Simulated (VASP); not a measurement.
# Fe (P6_3/mmc) in VASP: single point with PBE

Aim: the single point of Fe with PBE.

All numbers are computed with VASP 6.6.1; they aren't measurements. Logs are shortened: lines on timing, memory, paths and dates and some standing lists are left out, and cuts for length are marked.

### 1 The cell of the first run

The structure is hexagonal, space group P6_3/mmc (No. 194). Conventional cell: a = 2.535 Å, b = 2.535 Å, c = 8.650 Å, α = 90.00°, β = 90.00°, γ = 120.00°. Within 3.3 Å of Fe (site symmetry -3m) lie 12 Fe at 2.54 to 2.61 Å. Within 3.3 Å of Fe (site symmetry -6m2) lie 12 Fe at 2.54 to 2.61 Å.

This isn't the form of Fe at room conditions, which is bcc.

### 2 Single point, PBE, collinear spin, ferromagnetic start

POSCAR reads:

```
Fe
1.0
    2.5350385439      0.0000000000      0.0000000000
   -1.2675192720      2.1954077786      0.0000000000
    0.0000000000      0.0000000000      8.6496762016
Fe
4
Direct
    0.0000000000      0.0000000000      0.0000000000
    0.0000000000      0.0000000000      0.5000000000
    0.3333333333      0.6666666667      0.2500000000
    0.6666666667      0.3333333333      0.7500000000
```

INCAR.step1 reads:

```
SYSTEM = Fe
  ALGO = Normal
  EDIFF = 1E-7
  ENCUT = 520
  GGA = PE
  ISIF = 2
  ISMEAR = -1
  ISPIN = 2
  LASPH = .True.
  LCHARG = .True.
  LMAXMIX = 4
  LREAL = .False.
  LWAVE = .False.
  MAGMOM = 2.5 2.5 2.5 2.5
  NBANDS = 28
  NELM = 150
  PREC = Accurate
  SIGMA = 0.08
```

KPOINTS.step1 reads:

```
k-points
0
Gamma
  15 15 4
  0 0 0
```

INCAR.step2 reads:

```
SYSTEM = Fe
  ALGO = Normal
  EDIFF = 1E-7
  ENCUT = 520
  GGA = PE
  ICHARG = 11
  ISIF = 2
  ISMEAR = -5
  ISPIN = 2
  LASPH = .True.
  LCHARG = .False.
  LMAXMIX = 4
  LORBIT = 11
  LREAL = .False.
  LWAVE = .False.
  MAGMOM = 2.5 2.5 2.5 2.5
  NEDOS = 1001
  NELM = 150
  PREC = Accurate
  SIGMA = 0.08
```

KPOINTS.step2 reads:

```
k-points
0
Gamma
  23 23 6
  0 0 0
```

Potentials or basis: VASP PAW PBE potentials, release 64 (Fe).

On the command line:

```sh
$ cat potpaw_PBE.64/Fe/POTCAR > POTCAR
$ cp INCAR.step1 INCAR
$ cp KPOINTS.step1 KPOINTS
$ mpirun -np 1 vasp_std > vasp.out
$ cp INCAR.step2 INCAR
$ cp KPOINTS.step2 KPOINTS
$ mpirun -np 1 vasp_std > vasp.out
```

OUTCAR:

```text
SYSTEM = Fe
   EDIFF = 1E-7
   ENCUT = 520
   GGA = PE
   ICHARG = 11
   ISIF = 2
   ISMEAR = -5
   ISPIN = 2
   LASPH = .True.
   LORBIT = 11
   LREAL = .False.
   NELM = 150
   PREC = Accurate

 ion  position               nearest neighbor table
   1  0.000  0.000  0.000-   3 2.61   4 2.61   4 2.61   3 2.61   4 2.61   3 2.61
   2  0.000  0.000  0.500-   3 2.61   4 2.61   4 2.61   3 2.61   4 2.61   3 2.61
   3  0.333  0.667  0.250-   1 2.61   2 2.61   1 2.61   2 2.61   1 2.61   2 2.61
   4  0.667  0.333  0.750-   1 2.61   2 2.61   1 2.61   2 2.61   1 2.61   2 2.61

  LATTYP: Found a hexagonal cell.
 ALAT       =     2.5350385439
 C/A-ratio  =     3.4120491866

  Lattice vectors:

 A1 = (   2.5350385439,   0.0000000000,   0.0000000000)
 A2 = (  -1.2675192720,   2.1954077786,   0.0000000000)
 A3 = (   0.0000000000,   0.0000000000,   8.6496762016)

Analysis of symmetry for initial positions (statically):
=====================================================================
 Subroutine PRICEL returns:
 Original cell was already a primitive cell.

 Routine SETGRP: Setting up the symmetry group for a
 hexagonal supercell.

 Subroutine GETGRP returns: Found 24 space group operations
 (whereof 12 operations were pure point group operations)
 out of a pool of 24 trial point group operations.

The static configuration has the point symmetry D_3d.
 The point group associated with its full space group is D_6h.

Analysis of symmetry for dynamics (positions and initial velocities):
=====================================================================
 Subroutine PRICEL returns:
 Original cell was already a primitive cell.

 Routine SETGRP: Setting up the symmetry group for a
 hexagonal supercell.

 Subroutine GETGRP returns: Found 24 space group operations
 (whereof 12 operations were pure point group operations)
 out of a pool of 24 trial point group operations.

The dynamic configuration has the point symmetry D_3d.
 The point group associated with its full space group is D_6h.

Analysis of structural, dynamic, and magnetic symmetry:
=====================================================================
 Subroutine PRICEL returns:
 Original cell was already a primitive cell.

 Routine SETGRP: Setting up the symmetry group for a
 hexagonal supercell.

 Subroutine GETGRP returns: Found 24 space group operations
 (whereof 12 operations were pure point group operations)
 out of a pool of 24 trial point group operations.

[... 132 lines left out ...]
   GGA     = PE    functional components
   LHFCALC =     F    Hartree Fock is set to
   AEXX    =    0.0000 exact exchange contribution
   IVDW    =     0    specifies the selected vdW correction
   LEPSILON=     F    determine dielectric tensor
   LRPA    =     F    only Hartree local field effects (RPA)
 spin polarized calculation
 Fermi weights with tetrahedron method with Bloechl corrections
  energy-cutoff  :      520.00
  volume of cell :       48.14
 maximum number of plane-waves:      1328
 NGX is ok and might be reduce to    20

 number of electron      31.9999995 magnetization      10.3007760

 Free energy of the ion-electron system (eV)
  ---------------------------------------------------
  ext. energy  EPLUGINS =         0.00000000
  ---------------------------------------------------
  free energy    TOTEN  =       -32.27325033 eV

  energy without entropy =      -32.27325033  energy(sigma->0) =      -32.27325033

 E-fermi :   5.4878     XC(G=0): -12.7742

 val. band max:        5.5191265493   @ k =   0.3043   0.0435   0.0000
 cond. band min:       5.3490031775   @ k =   0.3043  -0.0000   0.0000
 fundamental gap:     -0.1701233718
 Fermi energy:         5.4878106326

 spin component 1

 k-point     1 :       0.0000    0.0000    0.0000
  band No.  band energies     occupation
      1      -2.8979      1.00000
      2      -0.9484      1.00000
      3      -0.9255      1.00000
      4       0.6145      1.00000
      5       2.6567      1.00000
      6       2.7077      1.00000
[... 661 lines left out ...]
     24       7.3445      0.00000
     25      11.0463      0.00000

 [... further k-points ...]

 spin component 2

 k-point     1 :       0.0000    0.0000    0.0000
  band No.  band energies     occupation
      1      -2.6290      1.00000
      2      -0.5997      1.00000
      3      -0.5861      1.00000
      4       1.9069      1.00000
      5       4.5270      1.00000
      6       4.5452      1.00000
[... 661 lines left out ...]
     24       9.1772      0.00000
     25      12.5952      0.00000

 [... further k-points ...]

------------------------ aborting loop because EDIFF is reached ----------------------------------------

  FORCE on cell =-STRESS in cart. coord.  units (eV):
  Direction    XX          YY          ZZ          XY          YZ          ZX
  --------------------------------------------------------------------------------------
  -------------------------------------------------------------------------------------
  Total       -0.3200105     -0.3200105     -0.0246160      0.0000000      0.0000000      0.0000000
  in kB      -10.6506266    -10.6506266     -0.8192730      0.0000000      0.0000000      0.0000000
  external PRESSURE =      -7.3735088 kB  Pullay stress =       0.0000000 kB

 VOLUME and BASIS-vectors are now :
 -----------------------------------------------------------------------------
  energy-cutoff  :      520.00
  volume of cell :       48.14
      direct lattice vectors                 reciprocal lattice vectors
     2.535038544  0.000000000  0.000000000     0.394471320  0.227748123  0.000000000
    -1.267519272  2.195407779  0.000000000     0.000000000  0.455496245  0.000000000
     0.000000000  0.000000000  8.649676202     0.000000000  0.000000000  0.115611264

 POSITION                                       TOTAL-FORCE (eV/Angst)
 -----------------------------------------------------------------------------------
      0.00000      0.00000      0.00000        -0.000000      0.000000      0.000000
      0.00000      0.00000      4.32484        -0.000000      0.000000      0.000000
     -0.00000      1.46361      2.16242         0.000000     -0.000000     -0.000000
      1.26752      0.73180      6.48726        -0.000000      0.000000      0.000000
 -----------------------------------------------------------------------------------
    total drift:                               -0.000000      0.000000     -0.000000

  FREE ENERGIE OF THE ION-ELECTRON SYSTEM (eV)
  ---------------------------------------------------
  free  energy   TOTEN  =       -32.2732503336 eV

  energy  without entropy=      -32.2732503336  energy(sigma->0) =      -32.27325033

 total charge

# of ion       s       p       d       tot
------------------------------------------
    1        0.473   0.490   6.203   7.166
    2        0.473   0.490   6.203   7.166
    3        0.472   0.491   6.195   7.159
    4        0.472   0.491   6.195   7.159
--------------------------------------------------
tot          1.890   1.962  24.797  28.649

 magnetization (x)

# of ion       s       p       d       tot
------------------------------------------
    1       -0.017  -0.041   2.610   2.552
    2       -0.017  -0.041   2.610   2.552
    3       -0.016  -0.042   2.617   2.559
    4       -0.016  -0.042   2.617   2.559
--------------------------------------------------
tot         -0.065  -0.165  10.452  10.223
```

OSZICAR.step1:

```text
N       E                     dE             d eps       ncg     rms          rms(c)
DAV:   1     0.224235341563E+03    0.22424E+03   -0.14098E+04  9272   0.149E+03
DAV:   2    -0.241717690086E+02   -0.24841E+03   -0.23292E+03  9076   0.301E+02
DAV:   3    -0.364348258377E+02   -0.12263E+02   -0.11257E+02  9816   0.942E+01
DAV:   4    -0.365945364967E+02   -0.15971E+00   -0.15936E+00 10028   0.120E+01
[... 11 lines left out ...]
DAV:  16    -0.323204899508E+02    0.14600E-05   -0.83984E-06 10780   0.368E-02    0.814E-03
DAV:  17    -0.323204899584E+02   -0.75315E-08   -0.20249E-06 10440   0.136E-02    0.100E-02
DAV:  18    -0.323204896336E+02    0.32480E-06   -0.39515E-07  7176   0.778E-03    0.410E-03
DAV:  19    -0.323204897833E+02   -0.14974E-06   -0.18862E-07  5984   0.451E-03    0.220E-03
DAV:  20    -0.323204898580E+02   -0.74666E-07   -0.56147E-08  4816   0.369E-03
   1 F= -.32320490E+02 E0= -.32266954E+02  d E =-.107073E+00  mag=    10.3008
```

Run time: 4.3 min. Hardware: 1 thread of Intel Xeon 6975P-C (Granite Rapids), shared host; peak memory 0.44 GiB.

Results:

```
Net moment                                            : 10.30 μB per cell
Site moments                                          : Fe +2.55, +2.56 (each value once) μB
Valence electrons inside the program's atomic spheres : Fe 7.17, 7.16 (each value once)
```

Levels at points of the mesh, in eV from the Fermi level:
Spin up:
```
           k point  band 19  band 20  band 21  band 22  band 23  band 24
(0.00, 0.00, 0.00)    -1.22    -1.05    -1.05    -0.67    -0.67    -0.60
(0.00, 0.00, 0.50)    -1.42    -1.42    -0.82    -0.82    -0.82    -0.82
```
Spin down:
| k point | band 7 | band 8 | band 9 | band 10 | band 11 | band 12 | band 13 | band 14 | band 15 | band 16 |
| --- | --- | --- | --- | --- | --- | --- | --- | --- | --- | --- |
| (0.00, 0.00, 0.00) | -0.43 | -0.40 | 0.00 | 0.00 | 0.01 | 0.01 | 0.22 | 0.22 | 0.26 | 0.26 |
| (0.00, 0.00, 0.50) | -0.59 | -0.59 | 0.05 | 0.05 | 0.05 | 0.05 | 0.18 | 0.18 | 0.18 | 0.18 |
